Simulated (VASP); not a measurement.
# Ru (P6_3/mmc) in VASP: single point with PBEsol

Aim: the single point of Ru with PBEsol.

Program: VASP 6.6.1. These are calculated values, not measurements. Logs are shortened: lines on timing, memory, paths and dates and some standing lists are left out, and cuts for length are marked.

## (1) The cell of the first run

It takes space group P6_3/mmc (No. 194, hexagonal). The conventional cell has a = 2.723 Å, b = 2.723 Å, c = 4.287 Å, α = 90.00°, β = 90.00°, γ = 120.00°. Ru (site symmetry -6m2) has 12 Ru at 2.66 to 2.72 Å within 3.5 Å.

## (2) Single point, PBEsol

INCAR reads:

```
ALGO = Normal ; EDIFF = 1E-6
ENCUT = 520 ; GGA = PS
ISIF = 2 ; ISMEAR = 1
KPAR = 2 ; LASPH = T
LCHARG = F ; LREAL = Auto
LWAVE = F ; NBANDS = 276
NCORE = 2 ; NELM = 100
PREC = Accurate ; SIGMA = 0.1
```

KPOINTS reads:

```
k-points
0
Gamma
  2 2 2
```

POSCAR reads:

```
Ru
1.0
    8.1680144712      0.0000000871      0.0000000000
   -4.0840073110      7.0737079870      0.0000000000
    0.0000000000      0.0000000000      8.5740128135
Ru
36
Direct
    0.1111111111      0.2222222222      0.1250000000
    0.2222222222      0.1111111111      0.3750000000
    0.1111111111      0.2222222222      0.6250000000
    0.2222222222      0.1111111111      0.8750000000
    0.1111111111      0.5555555556      0.1250000000
    0.2222222222      0.4444444444      0.3750000000
    0.1111111111      0.5555555556      0.6250000000
    0.2222222222      0.4444444444      0.8750000000
    0.1111111111      0.8888888889      0.1250000000
    0.2222222222      0.7777777778      0.3750000000
    0.1111111111      0.8888888889      0.6250000000
    0.2222222222      0.7777777778      0.8750000000
    0.4444444444      0.2222222222      0.1250000000
    0.5555555556      0.1111111111      0.3750000000
    0.4444444444      0.2222222222      0.6250000000
    0.5555555556      0.1111111111      0.8750000000
    0.4444444444      0.5555555556      0.1250000000
    0.5555555556      0.4444444444      0.3750000000
    0.4444444444      0.5555555556      0.6250000000
    0.5555555556      0.4444444444      0.8750000000
    0.4444444444      0.8888888889      0.1250000000
    0.5555555556      0.7777777778      0.3750000000
    0.4444444444      0.8888888889      0.6250000000
    0.5555555556      0.7777777778      0.8750000000
    0.7777777778      0.2222222222      0.1250000000
    0.8888888889      0.1111111111      0.3750000000
    0.7777777778      0.2222222222      0.6250000000
    0.8888888889      0.1111111111      0.8750000000
    0.7777777778      0.5555555556      0.1250000000
    0.8888888889      0.4444444444      0.3750000000
    0.7777777778      0.5555555556      0.6250000000
    0.8888888889      0.4444444444      0.8750000000
    0.7777777778      0.8888888889      0.1250000000
    0.8888888889      0.7777777778      0.3750000000
    0.7777777778      0.8888888889      0.6250000000
    0.8888888889      0.7777777778      0.8750000000
```

Potentials or basis: VASP PAW PBE potentials, release 64 (Ru_pv).

Run with:

```console
cat potpaw_PBE.64/Ru_pv/POTCAR > POTCAR
mpirun -np 4 vasp_std > vasp.out
```

OUTCAR:

```text
EDIFF = 1E-6
   ENCUT = 520
   GGA = PS
   ISIF = 2
   ISMEAR = 1
   LASPH = T
   LREAL = Auto
   NELM = 100
   PREC = Accurate

 ion  position               nearest neighbor table
   1  0.111  0.222  0.125-   2 2.66   4 2.66   6 2.66   8 2.66  26 2.66  28 2.66   9 2.72  13 2.72
                            25 2.72  33 2.72  17 2.72   5 2.72
   2  0.222  0.111  0.375-   1 2.66   3 2.66   9 2.66  11 2.66  13 2.66  15 2.66   6 2.72  10 2.72
                            26 2.72  34 2.72  18 2.72  14 2.72
   3  0.111  0.222  0.625-   2 2.66   4 2.66   6 2.66   8 2.66  26 2.66  28 2.66  11 2.72  15 2.72
                            27 2.72  35 2.72  19 2.72   7 2.72
   4  0.222  0.111  0.875-   1 2.66   3 2.66   9 2.66  11 2.66  13 2.66  15 2.66   8 2.72  12 2.72
                            28 2.72  36 2.72  20 2.72  16 2.72
   5  0.111  0.556  0.125-  10 2.66  12 2.66  30 2.66  32 2.66   6 2.66   8 2.66   9 2.72  17 2.72
                            29 2.72  21 2.72  25 2.72   1 2.72
   6  0.222  0.444  0.375-   1 2.66   3 2.66  17 2.66  19 2.66   5 2.66   7 2.66   2 2.72  30 2.72
                            26 2.72  10 2.72  18 2.72  22 2.72
   7  0.111  0.556  0.625-  10 2.66  12 2.66  30 2.66  32 2.66   6 2.66   8 2.66  11 2.72  19 2.72
                            31 2.72  23 2.72  27 2.72   3 2.72
   8  0.222  0.444  0.875-   1 2.66   3 2.66  17 2.66  19 2.66   5 2.66   7 2.66   4 2.72  32 2.72
                            28 2.72  12 2.72  20 2.72  24 2.72
   9  0.111  0.889  0.125-  10 2.66  12 2.66   2 2.66   4 2.66  34 2.66  36 2.66   5 2.72   1 2.72
                            21 2.72  33 2.72  29 2.72  13 2.72
  10  0.222  0.778  0.375-   9 2.66  11 2.66   5 2.66   7 2.66  21 2.66  23 2.66   2 2.72  34 2.72
                            30 2.72  14 2.72   6 2.72  22 2.72
  11  0.111  0.889  0.625-  10 2.66  12 2.66   2 2.66   4 2.66  34 2.66  36 2.66   7 2.72   3 2.72
                            23 2.72  35 2.72  31 2.72  15 2.72
[... 55 lines left out ...]
  Lattice vectors:

 A1 = (   8.1680144712,   0.0000000871,   0.0000000000)
 A2 = (  -4.0840073110,   7.0737079870,   0.0000000000)
 A3 = (   0.0000000000,   0.0000000000,   8.5740128135)

Analysis of symmetry for initial positions (statically):
=====================================================================
 Subroutine PRICEL returns following result:

  LATTYP: Found a hexagonal cell.
 ALAT       =     2.7226714901
 C/A-ratio  =     1.5745588193

  Lattice vectors:

 A1 = (   2.7226714901,   0.0000000290,   0.0000000000)
 A2 = (  -1.3613357702,   2.3579026621,   0.0000000000)
 A3 = (   0.0000000000,   0.0000000000,   4.2870064067)

  18 primitive cells build up your supercell.

 Routine SETGRP: Setting up the symmetry group for a
 hexagonal supercell.

 Subroutine GETGRP returns: Found 24 space group operations
 (whereof 12 operations were pure point group operations)
 out of a pool of 24 trial point group operations.

The static configuration has the point symmetry D_3d.
 The point group associated with its full space group is D_6h.

Analysis of symmetry for dynamics (positions and initial velocities):
=====================================================================
 Subroutine PRICEL returns following result:

  LATTYP: Found a hexagonal cell.
 ALAT       =     2.7226714901
 C/A-ratio  =     1.5745588193

  Lattice vectors:

 A1 = (   2.7226714901,   0.0000000290,   0.0000000000)
 A2 = (  -1.3613357702,   2.3579026621,   0.0000000000)
 A3 = (   0.0000000000,   0.0000000000,   4.2870064067)

  18 primitive cells build up your supercell.

 Routine SETGRP: Setting up the symmetry group for a
 hexagonal supercell.

 Subroutine GETGRP returns: Found 24 space group operations
 (whereof 12 operations were pure point group operations)
 out of a pool of 24 trial point group operations.

The dynamic configuration has the point symmetry D_3d.
 The point group associated with its full space group is D_6h.

 Subroutine INISYM returns: Found 24 space group operations
 (whereof 12 operations are pure point group operations),
 and found    18 'primitive' translations

----------------------------------------------------------------------------------------

                                     Primitive cell

  volume of cell :      27.5217

  direct lattice vectors                    reciprocal lattice vectors
     2.722671490  0.000000029  0.000000000     0.367286321  0.212052861  0.000000000
    -1.361335770  2.357902662  0.000000000    -0.000000005  0.424105715  0.000000000
     0.000000000  0.000000000  4.287006407     0.000000000  0.000000000  0.233263006

  length of vectors
     2.722671490  2.722671490  4.287006407     0.424105715  0.424105715  0.233263006

  position of ions in fractional coordinates (direct lattice)
     0.333333333  0.666666667  0.250000000
     0.666666667  0.333333333  0.750000000

  ion indices of the primitive-cell ions
   primitive index   ion index
                 1           1
                 2           2

----------------------------------------------------------------------------------------

 KPOINTS: k-points

Automatic generation of k-mesh.
 Grid dimensions read from file:
 generate k-points for:    2    2    2

 Generating k-lattice:

  Cartesian coordinates                     Fractional coordinates (reciprocal lattice)
     0.061214387  0.035342144  0.000000000     0.500000000  0.000000000  0.000000000
    -0.000000001  0.070684286  0.000000000     0.000000000  0.500000000  0.000000000
     0.000000000  0.000000000  0.058315751     0.000000000  0.000000000  0.500000000

  Length of vectors
     0.070684286  0.070684286  0.058315751

  Shift w.r.t. Gamma in fractional coordinates (k-lattice)
     0.000000000  0.000000000  0.000000000

 Subroutine IBZKPT returns following result:
 ===========================================

 Found      4 irreducible k-points:

 Following reciprocal coordinates:
            Coordinates               Weight
  0.000000  0.000000  0.000000      1.000000
  0.500000  0.000000  0.000000      3.000000
  0.000000  0.000000  0.500000      1.000000
  0.500000  0.000000  0.500000      3.000000
   k-points           NKPTS =      4   k-points in BZ     NKDIM =      4   number of bands    NBANDS=    276
   number of dos      NEDOS =    301   number of ions     NIONS =     36
   total plane-waves  NPLWV = 262144
   dimension x,y,z NGX =    64 NGY =   64 NGZ =   64
   dimension x,y,z NGXF=   128 NGYF=  128 NGZF=  128
   ions per type =              36
   NGX,Y,Z   is equivalent  to a cutoff of  13.03, 13.03, 12.41 a.u.
   NGXF,Y,Z  is equivalent  to a cutoff of  26.05, 26.05, 24.82 a.u.
 SYSTEM =  unknown system
   PREC   = accura    normal or accurate (medium, high low for compatibility)
   ISTART =      0    job   : 0-new  1-cont  2-samecut
   ICHARG =      2    charge: 1-file 2-atom 10-const
   ISPIN  =      1    spin polarized calculation?
   LNONCOLLINEAR =      F non collinear calculations
   LSORBIT =      F    spin-orbit coupling
   LASPH  =      T    aspherical Exc in radial PAW
   ENCUT  =  520.0 eV  38.22 Ry    6.18 a.u.  15.19 15.19 15.94*2*pi/ulx,y,z
   NELM   =    100;   NELMIN=  2; NELMDL= -5     # of ELM steps
   EDIFF  = 0.1E-05   stopping-criterion for ELM
   LREAL  =      T    real-space projection
   EDIFFG = 0.1E-04   stopping-criterion for IOM
   NSW    =      0    number of steps for IOM
   IBRION =     -1    ionic relax: 0-MD 1-quasi-New 2-CG
   NFREE  =      0    steps in history (QN), initial steepest desc. (CG)
   ISIF   =      2    stress and relaxation
   ISYM   =      2    0-nonsym 1-usesym 2-fastsym
   POTIM  = 0.5000    time-step for ionic-motion
   TEBEG  =    0.0;   TEEND  =   0.0 temperature during run
   PSTRESS=    0.0 pullay stress
   NELECT =     504.0000    total number of electrons
   NUPDOWN=      -1.0000    fix difference up-down
   EMIN   =  10.00;   EMAX   =-10.00  energy-range for DOS
   EFERMI =   0.00;   METHOD = LEGACY
   ISMEAR =     1;   SIGMA  =   0.10  broadening in eV -4-tet -1-fermi 0-gaus
   EFERMI_NEDOS =   21; number of points for ismear=-14 and -15
   IALGO  =     38    algorithm
   IMIX   =      4    mixing-type and parameters
     AMIX     =   0.40;   BMIX     =  1.00
     AMIX_MAG =   1.60;   BMIX_MAG =  1.00
  volume/ion in A,a.u.               =      13.76        92.86
  Fermi-wavevector in a.u.,A,eV,Ry     =   1.646528  3.111487 36.886130  2.711054
  Thomas-Fermi vector in A             =   2.736141
   LORBIT       =      0    0 simple, 1 ext, 2 COOP (PROOUT), +10 PAW based schemes
   GGA     = PS    functional components
   LHFCALC =     F    Hartree Fock is set to
   AEXX    =    0.0000 exact exchange contribution
   IVDW    =     0    specifies the selected vdW correction
   LEPSILON=     F    determine dielectric tensor
   LRPA    =     F    only Hartree local field effects (RPA)
 non-spin polarized calculation
 Methfessel and Paxton  Order N= 1 SIGMA  =   0.10
  energy-cutoff  :      520.00
  volume of cell :      495.39
 maximum number of plane-waves:     13352
 NGX is ok and might be reduce to    64
   NGX = 31   NGY = 31   NGZ = 31

 number of electron     504.0000055 magnetization

 Free energy of the ion-electron system (eV)
  ---------------------------------------------------
  ext. energy  EPLUGINS =         0.00000000
  ---------------------------------------------------
  free energy    TOTEN  =      -364.40266000 eV

  energy without entropy =     -364.34228252  energy(sigma->0) =     -364.38253417

 E-fermi :  12.7009     XC(G=0): -14.1970

 val. band max:       12.6975051837   @ k =   0.5000   0.0000   0.5000
 cond. band min:      12.7633980704   @ k =   0.5000   0.0000   0.5000
 fundamental gap:      0.0658928867
 Fermi energy:        12.7009414864

 k-point     1 :       0.0000    0.0000    0.0000
  band No.  band energies     occupation
      1     -31.1090      2.00000
      2     -30.8655      2.00000
      3     -30.8655      2.00000
      4     -30.8655      2.00000
      5     -30.8655      2.00000
      6     -30.8491      2.00000
[... 1057 lines left out ...]
    263      12.8888     -0.02322
    264      12.8888     -0.02322
 [bands above 264 left out]

------------------------ aborting loop because EDIFF is reached ----------------------------------------

  FORCE on cell =-STRESS in cart. coord.  units (eV):
  Direction    XX          YY          ZZ          XY          YZ          ZX
  --------------------------------------------------------------------------------------
  -------------------------------------------------------------------------------------
  Total      -25.8451005    -25.8451005    -39.7039831     -0.0000000      0.0000000     -0.0000000
  in kB      -83.5874450    -83.5874450   -128.4094255     -0.0000000      0.0000000     -0.0000000
  external PRESSURE =     -98.5281051 kB  Pullay stress =       0.0000000 kB

 VOLUME and BASIS-vectors are now :
 -----------------------------------------------------------------------------
  energy-cutoff  :      520.00
  volume of cell :      495.39
      direct lattice vectors                 reciprocal lattice vectors
     8.168014471  0.000000087  0.000000000     0.122428774  0.070684287  0.000000000
    -4.084007311  7.073707987  0.000000000    -0.000000002  0.141368572  0.000000000
     0.000000000  0.000000000  8.574012813     0.000000000  0.000000000  0.116631503

 POSITION                                       TOTAL-FORCE (eV/Angst)
 -----------------------------------------------------------------------------------
     -0.00000      1.57194      1.07175         0.000000     -0.000000     -0.000000
      1.36134      0.78597      3.21525         0.000000     -0.000000     -0.000000
     -0.00000      1.57194      5.35876         0.000000     -0.000000     -0.000000
      1.36134      0.78597      7.50226         0.000000     -0.000000      0.000000
     -1.36134      3.92984      1.07175         0.000000      0.000000     -0.000000
     -0.00000      3.14387      3.21525         0.000000      0.000000      0.000000
[... 28 lines left out ...]
      2.72267      6.28774      5.35876        -0.000000      0.000000      0.000000
      4.08401      5.50177      7.50226         0.000000      0.000000      0.000000
 -----------------------------------------------------------------------------------
    total drift:                               -0.000000      0.000000      0.000000

  FREE ENERGIE OF THE ION-ELECTRON SYSTEM (eV)
  ---------------------------------------------------
  free  energy   TOTEN  =      -364.4026599955 eV

  energy  without entropy=     -364.3422825173  energy(sigma->0) =     -364.38253417
```

Wall time 6.2 min (4 MPI ranks of Intel Xeon Platinum 8559C (Emerald Rapids), shared host); peak memory 0.45 GiB.

Results:

| Quantity | Value |
| --- | --- |
| Free energy | -364.4027 eV |
| Pressure | -9.9 GPa |
| Band gap on the k mesh | zero (bands 252 and 253 overlap by 0.34 eV) |

Stress tensor (GPa, compression positive):
```
 -8.36   0.00   0.00
  0.00  -8.36   0.00
  0.00   0.00 -12.84
```

Levels at points of the mesh, in eV from the Fermi level:
| k point | band 249 | band 250 | band 251 | band 252 | band 253 | band 254 | band 255 | band 256 | band 257 | band 258 |
| --- | --- | --- | --- | --- | --- | --- | --- | --- | --- | --- |
| (0.00, 0.00, 0.00) | -0.07 | -0.07 | -0.07 | 0.30 | 0.30 | 0.30 | 0.30 | 0.36 | 0.36 | 0.36 |
| (0.50, 0.00, 0.00) | -1.12 | -0.35 | -0.35 | 0.17 | 0.17 | 0.22 | 0.22 | 0.22 | 0.22 | 0.31 |
| (0.00, 0.00, 0.50) | -0.21 | -0.21 | -0.21 | -0.21 | -0.04 | -0.04 | -0.04 | -0.04 | 0.14 | 0.14 |
| (0.50, 0.00, 0.50) | 0.00 | 0.00 | 0.00 | 0.00 | 0.00 | 0.00 | 0.00 | 0.00 | 0.06 | 0.06 |

Caveat: the k points lie up to 0.44 Å⁻¹ apart; the PAW data sets were made with another functional, which shifts forces and pressure a little.

The gap in the log of VASP goes by the Fermi energy; the results here count the filled bands.